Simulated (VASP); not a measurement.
# Ti3Al5 (P4/mmm) in VASP: single point with r2SCAN

Aim: the single point of Ti3Al5 with r2SCAN.

Everything below comes from runs of VASP 6.6.1. Logs are shortened: lines on timing, memory, paths and dates and some standing lists are left out, and cuts for length are marked.

### Step 1. The cell of the first run

The structure is tetragonal, space group P4/mmm (No. 123). Conventional cell: a = 3.801 Å, b = 3.801 Å, c = 7.909 Å, α = 90.00°, β = 90.00°, γ = 90.00°. Ti (site symmetry 4/mmm) has 4 Ti at 2.69 Å and 8 Al at 2.73 Å within 3.5 Å. Within 3.5 Å of Ti (site symmetry 4/mmm) lie 12 Al at 2.69 to 2.75 Å. Within 3.5 Å of Ti (site symmetry 4/mmm) lie 4 Ti at 2.69 Å and 8 Al at 2.73 Å. Al (site symmetry 2mm) has 6 Al at 2.69 to 2.75 Å and 6 Ti at 2.73 to 2.75 Å within 3.5 Å. Al (site symmetry 4/mmm) has 4 Ti at 2.69 Å and 8 Al at 2.75 Å within 3.5 Å.

### Step 2. Single point, r2SCAN (strain -0.025 along x and y, -0.050 along z)

Input file POSCAR:

```
Ti3Al5
1.0
    3.8008296858      0.0000000000      0.0000000000
    0.0000000000      3.8008296858      0.0000000000
    0.0000000000      0.0000000000      7.9086853463
Ti Al
3 5
Direct
    0.0000000000      0.0000000000      0.5000000000
    0.5000000000      0.5000000000      0.0000000000
    0.5000000000      0.5000000000      0.5000000000
    0.0000000000      0.5000000000      0.2513308222
    0.0000000000      0.5000000000      0.7486691778
    0.5000000000      0.0000000000      0.2513308222
    0.5000000000      0.0000000000      0.7486691778
    0.0000000000      0.0000000000      0.0000000000
```

Input file INCAR.step1:

```
SYSTEM = Ti3Al5
ALGO = Normal
EDIFF = 1E-4
ENCUT = 520
GGA = PE
ISMEAR = 0
LASPH = .TRUE.
LCHARG = .FALSE.
LREAL = .FALSE.
LWAVE = .TRUE.
NBANDS = 36
NELM = 60
PREC = Accurate
SIGMA = 0.15
```

Input file INCAR.step2:

```
SYSTEM = Ti3Al5
ALGO = Normal
EDIFF = 1E-6
ENCUT = 520
ISIF = 2
ISMEAR = 0
ISTART = 1
LASPH = .TRUE.
LCHARG = .FALSE.
LMIXTAU = .TRUE.
LREAL = .FALSE.
LWAVE = .FALSE.
METAGGA = R2SCAN
NBANDS = 36
NELM = 60
PREC = Accurate
SIGMA = 0.15
```

Input file KPOINTS:

```
k-points
0
G
  10 10 6
  0 0 0
```

Potentials or basis: VASP PAW PBE potentials, release 64 (Ti_sv, Al).

The run is started by

```sh
cat potpaw_PBE.64/Ti_sv/POTCAR potpaw_PBE.64/Al/POTCAR > POTCAR
cp INCAR.step1 INCAR
mpirun -np 1 vasp_std > vasp.out
cp INCAR.step2 INCAR
mpirun -np 1 vasp_std > vasp.out
```

OUTCAR:

```text
SYSTEM = Ti3Al5
   EDIFF = 1E-6
   ENCUT = 520
   ISIF = 2
   ISMEAR = 0
   ISTART = 1
   LASPH = .TRUE.
   LREAL = .FALSE.
   METAGGA = R2SCAN
   NELM = 60
   PREC = Accurate

 ion  position               nearest neighbor table
   1  0.000  0.000  0.500-   3 2.69   3 2.69   3 2.69   3 2.69   7 2.73   4 2.73   4 2.73   5 2.73
                             5 2.73   6 2.73   7 2.73   6 2.73
   2  0.500  0.500  0.000-   8 2.69   8 2.69   8 2.69   8 2.69   4 2.75   6 2.75   7 2.75   5 2.75
                             4 2.75   5 2.75   6 2.75   7 2.75
   3  0.500  0.500  0.500-   1 2.69   1 2.69   1 2.69   1 2.69   7 2.73   4 2.73   6 2.73   7 2.73
                             5 2.73   4 2.73   5 2.73   6 2.73
   4  0.000  0.500  0.251-   6 2.69   6 2.69   6 2.69   6 2.69   3 2.73   3 2.73   1 2.73   1 2.73
                             2 2.75   2 2.75   8 2.75   8 2.75
   5  0.000  0.500  0.749-   7 2.69   7 2.69   7 2.69   7 2.69   3 2.73   3 2.73   1 2.73   1 2.73
                             2 2.75   2 2.75   8 2.75   8 2.75
   6  0.500  0.000  0.251-   4 2.69   4 2.69   4 2.69   4 2.69   3 2.73   1 2.73   1 2.73   3 2.73
                             2 2.75   2 2.75   8 2.75   8 2.75
   7  0.500  0.000  0.749-   5 2.69   5 2.69   5 2.69   5 2.69   3 2.73   1 2.73   1 2.73   3 2.73
                             2 2.75   2 2.75   8 2.75   8 2.75
   8  0.000  0.000  0.000-   2 2.69   2 2.69   2 2.69   2 2.69   7 2.75   4 2.75   4 2.75   5 2.75
                             5 2.75   6 2.75   7 2.75   6 2.75

  LATTYP: Found a simple tetragonal cell.
 ALAT       =     3.8008296858
 C/A-ratio  =     2.0807786720

  Lattice vectors:

 A1 = (   3.8008296858,   0.0000000000,   0.0000000000)
 A2 = (   0.0000000000,   3.8008296858,   0.0000000000)
 A3 = (   0.0000000000,   0.0000000000,   7.9086853463)

Analysis of symmetry for initial positions (statically):
=====================================================================
 Subroutine PRICEL returns:
 Original cell was already a primitive cell.

 Routine SETGRP: Setting up the symmetry group for a
 simple tetragonal supercell.

 Subroutine GETGRP returns: Found 16 space group operations
 (whereof 16 operations were pure point group operations)
 out of a pool of 16 trial point group operations.

The static configuration has the point symmetry D_4h.

Analysis of symmetry for dynamics (positions and initial velocities):
=====================================================================
 Subroutine PRICEL returns:
 Original cell was already a primitive cell.

 Routine SETGRP: Setting up the symmetry group for a
 simple tetragonal supercell.

 Subroutine GETGRP returns: Found 16 space group operations
 (whereof 16 operations were pure point group operations)
 out of a pool of 16 trial point group operations.

The dynamic configuration has the point symmetry D_4h.

 Subroutine INISYM returns: Found 16 space group operations
 (whereof 16 operations are pure point group operations),
 and found     1 'primitive' translations

----------------------------------------------------------------------------------------

                                     Primitive cell

  volume of cell :     114.2513

  direct lattice vectors                    reciprocal lattice vectors
     3.800829686  0.000000000  0.000000000     0.263100450  0.000000000  0.000000000
     0.000000000  3.800829686  0.000000000     0.000000000  0.263100450  0.000000000
     0.000000000  0.000000000  7.908685346     0.000000000  0.000000000  0.126443265

  length of vectors
     3.800829686  3.800829686  7.908685346     0.263100450  0.263100450  0.126443265

  position of ions in fractional coordinates (direct lattice)
     0.000000000  0.000000000  0.500000000
     0.500000000  0.500000000  0.000000000
     0.500000000  0.500000000  0.500000000
     0.000000000  0.500000000  0.251330822
     0.000000000  0.500000000  0.748669178
     0.500000000  0.000000000  0.251330822
     0.500000000  0.000000000  0.748669178
     0.000000000  0.000000000  0.000000000

  ion indices of the primitive-cell ions
   primitive index   ion index
                 1           1
                 2           2
                 3           3
                 4           4
                 5           5
                 6           6
                 7           7
                 8           8

----------------------------------------------------------------------------------------

 KPOINTS: k-points

Automatic generation of k-mesh.
 Grid dimensions read from file:
 generate k-points for:   10   10    6

 Generating k-lattice:

  Cartesian coordinates                     Fractional coordinates (reciprocal lattice)
     0.026310045  0.000000000  0.000000000     0.100000000  0.000000000  0.000000000
     0.000000000  0.026310045  0.000000000     0.000000000  0.100000000  0.000000000
     0.000000000  0.000000000  0.021073878     0.000000000  0.000000000  0.166666667

  Length of vectors
     0.026310045  0.026310045  0.021073878

  Shift w.r.t. Gamma in fractional coordinates (k-lattice)
     0.000000000  0.000000000  0.000000000

 Subroutine IBZKPT returns following result:
 ===========================================

 Found     84 irreducible k-points:

 Following reciprocal coordinates:
            Coordinates               Weight
  0.000000  0.000000  0.000000      1.000000
  0.100000  0.000000  0.000000      4.000000
  0.200000  0.000000  0.000000      4.000000
  0.300000  0.000000  0.000000      4.000000
  0.400000  0.000000  0.000000      4.000000
  0.500000  0.000000  0.000000      2.000000
[... 16 lines left out ...]
  0.100000  0.000000  0.166667      8.000000
  0.200000  0.000000  0.166667      8.000000
 [... further k-points ...]
   k-points           NKPTS =     84   k-points in BZ     NKDIM =     84   number of bands    NBANDS=     36
   number of dos      NEDOS =    301   number of ions     NIONS =      8
   total plane-waves  NPLWV =  47040
   dimension x,y,z NGX =    28 NGY =   28 NGZ =   60
   dimension x,y,z NGXF=    56 NGYF=   56 NGZF=  120
   ions per type =               3   5
   NGX,Y,Z   is equivalent  to a cutoff of  12.25, 12.25, 12.61 a.u.
   NGXF,Y,Z  is equivalent  to a cutoff of  24.49, 24.49, 25.22 a.u.
 SYSTEM =  Ti3Al5
   PREC   = accura    normal or accurate (medium, high low for compatibility)
   ISTART =      1    job   : 0-new  1-cont  2-samecut
   ICHARG =      0    charge: 1-file 2-atom 10-const
   ISPIN  =      1    spin polarized calculation?
   LNONCOLLINEAR =      F non collinear calculations
   LSORBIT =      F    spin-orbit coupling
   LASPH  =      T    aspherical Exc in radial PAW
   ENCUT  =  520.0 eV  38.22 Ry    6.18 a.u.   7.07  7.07 14.70*2*pi/ulx,y,z
   NELM   =     60;   NELMIN=  2; NELMDL=  0     # of ELM steps
   EDIFF  = 0.1E-05   stopping-criterion for ELM
   LREAL  =      F    real-space projection
   EDIFFG = 0.1E-04   stopping-criterion for IOM
   NSW    =      0    number of steps for IOM
   IBRION =     -1    ionic relax: 0-MD 1-quasi-New 2-CG
   NFREE  =      0    steps in history (QN), initial steepest desc. (CG)
   ISIF   =      2    stress and relaxation
   ISYM   =      2    0-nonsym 1-usesym 2-fastsym
   POTIM  = 0.5000    time-step for ionic-motion
   TEBEG  =    0.0;   TEEND  =   0.0 temperature during run
   PSTRESS=    0.0 pullay stress
   NELECT =      51.0000    total number of electrons
   NUPDOWN=      -1.0000    fix difference up-down
   EMIN   =  10.00;   EMAX   =-10.00  energy-range for DOS
   EFERMI =   0.00;   METHOD = LEGACY
   ISMEAR =     0;   SIGMA  =   0.15  broadening in eV -4-tet -1-fermi 0-gaus
   EFERMI_NEDOS =   21; number of points for ismear=-14 and -15
   IALGO  =     38    algorithm
   IMIX   =      4    mixing-type and parameters
     AMIX     =   0.40;   BMIX     =  1.00
     AMIX_MAG =   1.60;   BMIX_MAG =  1.00
  volume/ion in A,a.u.               =      14.28        96.38
  Fermi-wavevector in a.u.,A,eV,Ry     =   1.251155  2.364340 21.298415  1.565389
  Thomas-Fermi vector in A             =   2.385116
   LORBIT       =      0    0 simple, 1 ext, 2 COOP (PROOUT), +10 PAW based schemes
   METAGGA = R2SCAN    functional components
   LHFCALC =     F    Hartree Fock is set to
   AEXX    =    0.0000 exact exchange contribution
   IVDW    =     0    specifies the selected vdW correction
   LEPSILON=     F    determine dielectric tensor
   LRPA    =     F    only Hartree local field effects (RPA)
 non-spin polarized calculation
 Gauss-broadening in eV      SIGMA  =   0.15
  energy-cutoff  :      520.00
  volume of cell :      114.25
 maximum number of plane-waves:      3108
   NGX = 15   NGY = 15   NGZ = 29

 number of electron      51.0000002 magnetization

 Free energy of the ion-electron system (eV)
  ---------------------------------------------------
  ext. energy  EPLUGINS =         0.00000000
  ---------------------------------------------------
  free energy    TOTEN  =       -75.52730823 eV

  energy without entropy =      -75.47001277  energy(sigma->0) =      -75.49866050

 E-fermi :   9.6361     XC(G=0): -12.1950

 val. band max:        9.6338912855   @ k =   0.4000   0.4000   0.0000
 cond. band min:       9.6396347299   @ k =   0.3000   0.2000   0.3333
 fundamental gap:      0.0057434444
 Fermi energy:         9.6361359882

 k-point     1 :       0.0000    0.0000    0.0000
  band No.  band energies     occupation
      1     -49.1669      2.00000
      2     -49.0342      2.00000
      3     -48.6728      2.00000
      4     -24.4657      2.00000
      5     -24.4498      2.00000
      6     -24.4498      2.00000
[... 28 lines left out ...]
     35      12.6154      0.00000
     36      13.9980      0.00000

 k-point     2 :       0.1000    0.0000    0.0000
  band No.  band energies     occupation
      1     -49.1667      2.00000
      2     -49.0312      2.00000
      3     -48.6758      2.00000
      4     -24.4646      2.00000
      5     -24.4532      2.00000
      6     -24.4495      2.00000
[... 28 lines left out ...]
     35      12.9023      0.00000
     36      13.8717      0.00000
[... 817 lines left out ...]
     35      13.0334      0.00000
     36      13.8710      0.00000

 k-point    24 :       0.2000    0.0000    0.1667
  band No.  band energies     occupation
      1     -49.1663      2.00000
      2     -49.0229      2.00000
      3     -48.6838      2.00000
      4     -24.4620      2.00000
      5     -24.4608      2.00000
      6     -24.4489      2.00000
[... 28 lines left out ...]
     35      13.4887      0.00000
     36      13.6510      0.00000

 [... further k-points ...]
[... 5 lines left out ...]
  --------------------------------------------------------------------------------------
  -------------------------------------------------------------------------------------
  Total        9.5790810      9.5790810     12.4710497      0.0000000     -0.0000000      0.0000000
  in kB      134.3300918    134.3300918    174.8849655      0.0000000     -0.0000000      0.0000000
  external PRESSURE =     147.8483830 kB  Pullay stress =       0.0000000 kB

 VOLUME and BASIS-vectors are now :
 -----------------------------------------------------------------------------
  energy-cutoff  :      520.00
  volume of cell :      114.25
      direct lattice vectors                 reciprocal lattice vectors
     3.800829686  0.000000000  0.000000000     0.263100450  0.000000000  0.000000000
     0.000000000  3.800829686  0.000000000     0.000000000  0.263100450  0.000000000
     0.000000000  0.000000000  7.908685346     0.000000000  0.000000000  0.126443265

 POSITION                                       TOTAL-FORCE (eV/Angst)
 -----------------------------------------------------------------------------------
      0.00000      0.00000      3.95434         0.000000      0.000000      0.000000
      1.90041      1.90041      0.00000         0.000000      0.000000      0.000000
      1.90041      1.90041      3.95434         0.000000      0.000000      0.000000
      0.00000      1.90041      1.98770        -0.000000     -0.000000     -0.132737
      0.00000      1.90041      5.92099         0.000000      0.000000      0.132737
      1.90041      0.00000      1.98770         0.000000     -0.000000     -0.132737
      1.90041      0.00000      5.92099        -0.000000     -0.000000      0.132737
      0.00000      0.00000      0.00000         0.000000      0.000000      0.000000
 -----------------------------------------------------------------------------------
    total drift:                                0.000000      0.000000      0.000000

  FREE ENERGIE OF THE ION-ELECTRON SYSTEM (eV)
  ---------------------------------------------------
  free  energy   TOTEN  =       -75.5273082319 eV

  energy  without entropy=      -75.4700127728  energy(sigma->0) =      -75.49866050
```

Run time: 10 min. Hardware: 1 thread of Intel Xeon 6975P-C (Granite Rapids), shared host; peak memory 0.4 GiB.

Results:

```
Free energy   : -75.5273 eV
Pressure      : 14.8 GPa
Largest force : 0.133 eV/Å
```

Forces in eV/Å, atoms in the order of the input:
```
Ti   0.000  0.000  0.000
Ti   0.000  0.000  0.000
Ti   0.000  0.000  0.000
Al   0.000  0.000 -0.133
Al   0.000  0.000  0.133
Al   0.000  0.000 -0.133
Al   0.000  0.000  0.133
Al   0.000  0.000  0.000
```

Caveat: the cell differs from its parent crystal (strain -0.025 along x and y, -0.050 along z); the PAW data sets were made with another functional, which shifts forces and pressure a little.
